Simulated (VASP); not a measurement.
Runs of VASP 6.6.1 on Si. The structure is that of space group Fd-3m (No. 227), or close to it. The cells are those of the table. 

```csv
cell,gap on the mesh (eV),pressure (GPa)
"a = 3.812 Å, angles 60.0°, 2 atoms",0.58,4.2
"a = 3.772 Å, angles 60.0°, 2 atoms",0.52,(a)
"a = 3.925 Å, angles 60.0°, 2 atoms",(b),-3.6
"a = 3.888 Å, angles 60.0°, 2 atoms",0.68,-1.4
"a = 3.850 Å, angles 60.0°, 2 atoms",0.63,1.2
```

Alike in all rows: task single point; level PBE; potentials or basis VASP PAW PBE potentials, release 64 (Si); no spin polarisation; k mesh 8 × 8 × 8; cutoff (eV) 520; smearing gaussian 0.01 eV.

Question: Estimate the missing entries.

Answer: (a) 7.7; (b) 0.72.

A k mesh can miss the band edges.
